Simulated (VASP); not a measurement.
# Sc (Fm-3m) in VASP: further runs

The runs below take Sc through single point, relaxation of cell and atoms, with PBEsol.

Everything below comes from runs of VASP 6.6.1. Logs are shortened: lines on timing, memory, paths and dates and some standing lists are left out, and cuts for length are marked.

**1. The cell of the first run**

The structure is cubic, space group Fm-3m (No. 225). The conventional cell has a = 3.942 Å, b = 3.942 Å, c = 3.942 Å, α = 90.00°, β = 90.00°, γ = 90.00°. Sc (site symmetry m-3m) has 12 Sc at 2.79 Å within 3.7 Å.

This isn't the form of Sc at room conditions, which is hcp.

**2. Single point, PBEsol**

INCAR

```
ALGO     = Normal         # electronic algorithm
EDIFF    = 1E-6           # SCF threshold, eV
ENCUT    = 500            # plane-wave cutoff, eV
GGA      = PS             # functional
GGA_COMPAT= False        
ISIF     = 2              # what is computed and relaxed
ISMEAR   = -1             # smearing method
LASPH    = True           # aspherical terms in the spheres
LCHARG   = False          # write CHGCAR
LREAL    = False          # projectors in reciprocal space
LWAVE    = False          # write WAVECAR
NBANDS   = 12             # bands
NELM     = 120            # most SCF steps
PREC     = Accurate       # precision mode
SIGMA    = 0.1            # smearing width, eV
```

KPOINTS

```
k-points
0
Gamma
  8 8 8
```

POSCAR

```
Sc
1.0
    0.0000000000      1.9709263847      1.9709263847
    1.9709263847      0.0000000000      1.9709263847
    1.9709263847      1.9709263847      0.0000000000
Sc
1
Direct
    0.0000000000      0.0000000000      0.0000000000
```

Potentials or basis: VASP PAW PBE potentials, release 64 (Sc_sv).

The run is started by

```console
$ cat potpaw_PBE.64/Sc_sv/POTCAR > POTCAR
$ mpirun -np 1 vasp_std > vasp.out
```

OUTCAR:

```text
EDIFF = 1E-6
   ENCUT = 500
   GGA = PS
   ISIF = 2
   ISMEAR = -1
   LASPH = True
   LREAL = False
   NELM = 120
   PREC = Accurate

 ion  position               nearest neighbor table
   1  0.000  0.000  0.000-

  LATTYP: Found a face centered cubic cell.
 ALAT       =     3.9418527694

  Lattice vectors:

 A1 = (   0.0000000000,   1.9709263847,   1.9709263847)
 A2 = (   1.9709263847,   0.0000000000,   1.9709263847)
 A3 = (   1.9709263847,   1.9709263847,   0.0000000000)

Analysis of symmetry for initial positions (statically):
=====================================================================
 Subroutine PRICEL returns:
 Original cell was already a primitive cell.

 Routine SETGRP: Setting up the symmetry group for a
 face centered cubic supercell.

 Subroutine GETGRP returns: Found 48 space group operations
 (whereof 48 operations were pure point group operations)
 out of a pool of 48 trial point group operations.

The static configuration has the point symmetry O_h .

Analysis of symmetry for dynamics (positions and initial velocities):
=====================================================================
 Subroutine PRICEL returns:
 Original cell was already a primitive cell.

 Routine SETGRP: Setting up the symmetry group for a
 face centered cubic supercell.

 Subroutine GETGRP returns: Found 48 space group operations
 (whereof 48 operations were pure point group operations)
 out of a pool of 48 trial point group operations.

The dynamic configuration has the point symmetry O_h .

 Subroutine INISYM returns: Found 48 space group operations
 (whereof 48 operations are pure point group operations),
 and found     1 'primitive' translations

----------------------------------------------------------------------------------------

                                     Primitive cell

  volume of cell :      15.3123

  direct lattice vectors                    reciprocal lattice vectors
     0.000000000  1.970926385  1.970926385    -0.253687811  0.253687811  0.253687811
     1.970926385  0.000000000  1.970926385     0.253687811 -0.253687811  0.253687811
     1.970926385  1.970926385  0.000000000     0.253687811  0.253687811 -0.253687811

  length of vectors
     2.787310824  2.787310824  2.787310824     0.439400178  0.439400178  0.439400178

  position of ions in fractional coordinates (direct lattice)
     0.000000000  0.000000000  0.000000000

  ion indices of the primitive-cell ions
   primitive index   ion index
                 1           1

----------------------------------------------------------------------------------------

 KPOINTS: k-points

Automatic generation of k-mesh.
 Grid dimensions read from file:
 generate k-points for:    8    8    8

 Generating k-lattice:

  Cartesian coordinates                     Fractional coordinates (reciprocal lattice)
    -0.031710976  0.031710976  0.031710976     0.125000000  0.000000000  0.000000000
     0.031710976 -0.031710976  0.031710976     0.000000000  0.125000000  0.000000000
     0.031710976  0.031710976 -0.031710976     0.000000000  0.000000000  0.125000000

  Length of vectors
     0.054925022  0.054925022  0.054925022

  Shift w.r.t. Gamma in fractional coordinates (k-lattice)
     0.000000000  0.000000000  0.000000000

 Subroutine IBZKPT returns following result:
 ===========================================

 Found     29 irreducible k-points:

 Following reciprocal coordinates:
            Coordinates               Weight
  0.000000  0.000000  0.000000      1.000000
  0.125000  0.000000  0.000000      8.000000
  0.250000  0.000000  0.000000      8.000000
  0.375000  0.000000  0.000000      8.000000
  0.500000  0.000000  0.000000      4.000000
  0.125000  0.125000  0.000000      6.000000
[... 16 lines left out ...]
  0.500000  0.250000  0.125000     48.000000
 -0.375000  0.250000  0.125000     24.000000
 [... further k-points ...]
   k-points           NKPTS =     29   k-points in BZ     NKDIM =     29   number of bands    NBANDS=     12
   number of dos      NEDOS =    301   number of ions     NIONS =      1
   total plane-waves  NPLWV =   8000
   dimension x,y,z NGX =    20 NGY =   20 NGZ =   20
   dimension x,y,z NGXF=    40 NGYF=   40 NGZF=   40
   ions per type =               1
   NGX,Y,Z   is equivalent  to a cutoff of  11.93, 11.93, 11.93 a.u.
   NGXF,Y,Z  is equivalent  to a cutoff of  23.86, 23.86, 23.86 a.u.
 SYSTEM =  unknown system
   PREC   = accura    normal or accurate (medium, high low for compatibility)
   ISTART =      0    job   : 0-new  1-cont  2-samecut
   ICHARG =      2    charge: 1-file 2-atom 10-const
   ISPIN  =      1    spin polarized calculation?
   LNONCOLLINEAR =      F non collinear calculations
   LSORBIT =      F    spin-orbit coupling
   LASPH  =      T    aspherical Exc in radial PAW
   ENCUT  =  500.0 eV  36.75 Ry    6.06 a.u.   5.08  5.08  5.08*2*pi/ulx,y,z
   NELM   =    120;   NELMIN=  2; NELMDL= -5     # of ELM steps
   EDIFF  = 0.1E-05   stopping-criterion for ELM
   LREAL  =      F    real-space projection
   EDIFFG = 0.1E-04   stopping-criterion for IOM
   NSW    =      0    number of steps for IOM
   IBRION =     -1    ionic relax: 0-MD 1-quasi-New 2-CG
   NFREE  =      0    steps in history (QN), initial steepest desc. (CG)
   ISIF   =      2    stress and relaxation
   ISYM   =      2    0-nonsym 1-usesym 2-fastsym
   POTIM  = 0.5000    time-step for ionic-motion
   TEBEG  =    0.0;   TEEND  =   0.0 temperature during run
   PSTRESS=    0.0 pullay stress
   NELECT =      11.0000    total number of electrons
   NUPDOWN=      -1.0000    fix difference up-down
   EMIN   =  10.00;   EMAX   =-10.00  energy-range for DOS
   EFERMI =   0.00;   METHOD = LEGACY
   ISMEAR =    -1;   SIGMA  =   0.10  broadening in eV -4-tet -1-fermi 0-gaus
   EFERMI_NEDOS =   21; number of points for ismear=-14 and -15
   IALGO  =     38    algorithm
   IMIX   =      4    mixing-type and parameters
     AMIX     =   0.40;   BMIX     =  1.00
     AMIX_MAG =   1.60;   BMIX_MAG =  1.00
  volume/ion in A,a.u.               =      15.31       103.33
  Fermi-wavevector in a.u.,A,eV,Ry     =   1.466196  2.770708 29.248857  2.149730
  Thomas-Fermi vector in A             =   2.581962
   LORBIT       =      0    0 simple, 1 ext, 2 COOP (PROOUT), +10 PAW based schemes
   GGA     = PS    functional components
   LHFCALC =     F    Hartree Fock is set to
   AEXX    =    0.0000 exact exchange contribution
   IVDW    =     0    specifies the selected vdW correction
   LEPSILON=     F    determine dielectric tensor
   LRPA    =     F    only Hartree local field effects (RPA)
 non-spin polarized calculation
  energy-cutoff  :      500.00
  volume of cell :       15.31
 maximum number of plane-waves:       399
   NGX = 11   NGY = 11   NGZ = 11

 number of electron      11.0000003 magnetization

 Free energy of the ion-electron system (eV)
  ---------------------------------------------------
  ext. energy  EPLUGINS =         0.00000000
  ---------------------------------------------------
  free energy    TOTEN  =        -5.70468699 eV

  energy without entropy =       -5.67118346  energy(sigma->0) =       -5.68793522

 E-fermi :   6.8695     XC(G=0): -12.1346

 val. band max:        6.7769233655   @ k =   0.2500   0.2500   0.0000
 cond. band min:       6.8797250341   @ k =  -0.2500   0.3750   0.1250
 fundamental gap:      0.1028016686
 Fermi energy:         6.8694824586

 k-point     1 :       0.0000    0.0000    0.0000
  band No.  band energies     occupation
      1     -41.3927      2.00000
      2     -19.1767      2.00000
      3     -19.1767      2.00000
      4     -19.1767      2.00000
      5       1.3455      2.00000
      6       9.0061      0.00000
      7       9.0061      0.00000
      8       9.0061      0.00000
      9      11.5282      0.00000
     10      11.5282      0.00000
     11      22.3242      0.00000
     12      27.8446      0.00000

 k-point     2 :       0.1250    0.0000    0.0000
  band No.  band energies     occupation
      1     -41.3351      2.00000
      2     -19.4571      2.00000
      3     -19.2079      2.00000
      4     -19.2079      2.00000
      5       1.9653      2.00000
      6       8.5414      0.00000
      7       9.2388      0.00000
      8       9.2388      0.00000
      9      11.3509      0.00000
     10      11.3509      0.00000
     11      23.2326      0.00000
     12      25.0777      0.00000

 k-point     3 :       0.2500    0.0000    0.0000
  band No.  band energies     occupation
      1     -41.1933      2.00000
      2     -20.1017      2.00000
      3     -19.2823      2.00000
      4     -19.2823      2.00000
      5       3.4055      2.00000
      6       7.8624      0.00010
      7       9.3522      0.00000
      8       9.3522      0.00000
      9      11.5722      0.00000
     10      11.5722      0.00000
     11      22.0635      0.00000
     12      24.1232      0.00000
[... 286 lines left out ...]
 k-point    23 :       0.5000    0.2500    0.1250
  band No.  band energies     occupation
      1     -40.9699      2.00000
      2     -20.5643      2.00000
      3     -19.8005      2.00000
      4     -19.4807      2.00000
      5       5.5530      2.00000
      6       6.9472      0.62967
      7       7.8799      0.00008
      8      10.2471      0.00000
      9      12.1990      0.00000
     10      14.4910      0.00000
     11      20.3435      0.00000
     12      23.0784      0.00000

 k-point    24 :      -0.3750    0.2500    0.1250
  band No.  band energies     occupation
      1     -40.9205      2.00000
      2     -20.7010      2.00000
      3     -19.8609      2.00000
      4     -19.5323      2.00000
      5       5.8500      1.99993
      6       6.6652      1.77042
      7       8.2946      0.00000
      8       9.9858      0.00000
      9      12.9384      0.00000
     10      15.4520      0.00000
     11      18.4634      0.00000
     12      22.8965      0.00000

 [... further k-points ...]

------------------------ aborting loop because EDIFF is reached ----------------------------------------

  FORCE on cell =-STRESS in cart. coord.  units (eV):
  Direction    XX          YY          ZZ          XY          YZ          ZX
  --------------------------------------------------------------------------------------
  -------------------------------------------------------------------------------------
  Total        4.3308946      4.3308946      4.3308946     -0.0000000      0.0000000      0.0000000
  in kB      453.1552284    453.1552284    453.1552284     -0.0000000      0.0000000      0.0000000
  external PRESSURE =     453.1552284 kB  Pullay stress =       0.0000000 kB

 VOLUME and BASIS-vectors are now :
 -----------------------------------------------------------------------------
  energy-cutoff  :      500.00
  volume of cell :       15.31
      direct lattice vectors                 reciprocal lattice vectors
     0.000000000  1.970926385  1.970926385    -0.253687811  0.253687811  0.253687811
     1.970926385  0.000000000  1.970926385     0.253687811 -0.253687811  0.253687811
     1.970926385  1.970926385  0.000000000     0.253687811  0.253687811 -0.253687811

 POSITION                                       TOTAL-FORCE (eV/Angst)
 -----------------------------------------------------------------------------------
      0.00000      0.00000      0.00000        -0.000000      0.000000     -0.000000
 -----------------------------------------------------------------------------------
    total drift:                               -0.000000     -0.000000     -0.000000

  FREE ENERGIE OF THE ION-ELECTRON SYSTEM (eV)
  ---------------------------------------------------
  free  energy   TOTEN  =        -5.7046869880 eV

  energy  without entropy=       -5.6711834576  energy(sigma->0) =       -5.68793522
```

Wall time 3.8 s (1 thread of AMD EPYC 7R13 (Zen 3), shared host); peak memory 0.09 GiB.

What came out:

* Free energy: -5.7047 eV
* Pressure: 45.3 GPa
* Band gap on the k mesh: zero (an odd number of electrons rules out a gap without spin polarisation)

Caveat: the cell stands under pressure; the PAW data sets were made with another functional, which shifts forces and pressure a little.

**3. Single point, PBEsol**

This run uses another cell than the first one, of 16.93 Å³/atom.

INCAR

```
SYSTEM = Sc
ALGO     = Normal         ! electronic algorithm
EDIFF    = 1E-6           ! SCF threshold, eV
ENCUT    = 500            ! plane-wave cutoff, eV
GGA      = PS             ! functional
GGA_COMPAT= .FALSE.      
ISIF     = 2              ! what is computed and relaxed
ISMEAR   = -1             ! smearing method
LASPH    = .TRUE.         ! aspherical terms in the spheres
LCHARG   = .TRUE.         ! write CHGCAR
LELF     = .TRUE.         ! ELF
LREAL    = .FALSE.        ! projectors in reciprocal space
LVHAR    = .TRUE.       
LWAVE    = .FALSE.        ! write WAVECAR
NBANDS   = 12             ! bands
NELM     = 120            ! most SCF steps
PREC     = Accurate       ! precision mode
SIGMA    = 0.1            ! smearing width, eV
```

KPOINTS

```
k-points
0
G
  8 8 8
  0 0 0
```

POSCAR

```
Sc
1.0
    0.0000000000      2.0378824393      2.0378824393
    2.0378824393      0.0000000000      2.0378824393
    2.0378824393      2.0378824393      0.0000000000
Sc
1
Direct
    0.0000000000      0.0000000000      0.0000000000
```

Potentials or basis: VASP PAW PBE potentials, release 64 (Sc_sv).

The run is started by

```console
$ cat potpaw_PBE.64/Sc_sv/POTCAR > POTCAR
$ mpirun -np 1 vasp_std > vasp.out
```

OUTCAR:

```text
SYSTEM = Sc
   EDIFF = 1E-6
   ENCUT = 500
   GGA = PS
   ISIF = 2
   ISMEAR = -1
   LASPH = .TRUE.
   LREAL = .FALSE.
   NELM = 120
   PREC = Accurate

 ion  position               nearest neighbor table
   1  0.000  0.000  0.000-

  LATTYP: Found a face centered cubic cell.
 ALAT       =     4.0757648786

  Lattice vectors:

 A1 = (   0.0000000000,   2.0378824393,   2.0378824393)
 A2 = (   2.0378824393,   0.0000000000,   2.0378824393)
[... 539 lines left out ...]
     12      20.9779      0.00000

 [... further k-points ...]

------------------------ aborting loop because EDIFF is reached ----------------------------------------

  FORCE on cell =-STRESS in cart. coord.  units (eV):
  Direction    XX          YY          ZZ          XY          YZ          ZX
  --------------------------------------------------------------------------------------
  -------------------------------------------------------------------------------------
  Total        3.1868708      3.1868708      3.1868708      0.0000000      0.0000000     -0.0000000
  in kB      301.6530116    301.6530116    301.6530116      0.0000000      0.0000000     -0.0000000
  external PRESSURE =     301.6530116 kB  Pullay stress =       0.0000000 kB

 VOLUME and BASIS-vectors are now :
 -----------------------------------------------------------------------------
  energy-cutoff  :      500.00
  volume of cell :       16.93
      direct lattice vectors                 reciprocal lattice vectors
     0.000000000  2.037882439  2.037882439    -0.245352720  0.245352720  0.245352720
     2.037882439  0.000000000  2.037882439     0.245352720 -0.245352720  0.245352720
     2.037882439  2.037882439  0.000000000     0.245352720  0.245352720 -0.245352720

 POSITION                                       TOTAL-FORCE (eV/Angst)
 -----------------------------------------------------------------------------------
      0.00000      0.00000      0.00000         0.000000     -0.000000      0.000000
 -----------------------------------------------------------------------------------
    total drift:                               -0.000000     -0.000000     -0.000000

  FREE ENERGIE OF THE ION-ELECTRON SYSTEM (eV)
  ---------------------------------------------------
  free  energy   TOTEN  =        -6.0823028924 eV

  energy  without entropy=       -6.0473642560  energy(sigma->0) =       -6.06483357
```

OSZICAR:

```text
N       E                     dE             d eps       ncg     rms          rms(c)
DAV:   1     0.689315873876E+02    0.68932E+02   -0.49918E+03   696   0.929E+02
DAV:   2    -0.543481594405E+01   -0.74366E+02   -0.72177E+02   700   0.281E+02
DAV:   3    -0.653294732021E+01   -0.10981E+01   -0.10872E+01   852   0.470E+01
DAV:   4    -0.654540267083E+01   -0.12455E-01   -0.12454E-01   868   0.384E+00
DAV:   5    -0.654558152955E+01   -0.17886E-03   -0.17886E-03   964   0.429E-01    0.928E+00
DAV:   6    -0.615354941965E+01    0.39203E+00   -0.55960E-01   980   0.116E+01    0.344E+00
DAV:   7    -0.608649632316E+01    0.67053E-01   -0.14206E-01  1064   0.573E+00    0.473E-01
DAV:   8    -0.608230381969E+01    0.41925E-02   -0.53827E-03   748   0.912E-01    0.704E-02
DAV:   9    -0.608229968616E+01    0.41335E-05   -0.12089E-04  1072   0.175E-01    0.140E-02
DAV:  10    -0.608230272525E+01   -0.30391E-05   -0.40740E-06   784   0.173E-02    0.162E-03
DAV:  11    -0.608230289242E+01   -0.16717E-06   -0.64036E-08   428   0.411E-03
   1 F= -.60823029E+01 E0= -.60648336E+01  d E =-.349386E-01
```

Run time: 5.8 s. Hardware: 1 thread of AMD EPYC 7R13 (Zen 3), shared host; peak memory 0.11 GiB.

Results:

```yaml
Free_energy: -6.0823 eV
Pressure: 30.2 GPa
Band_gap_on_the_k_mesh: zero (an odd number of electrons rules out a gap without spin polarisation)
```

Caveat: the cell stands under pressure; the PAW data sets were made with another functional, which shifts forces and pressure a little.

(Part 1 of 2 ends here.)
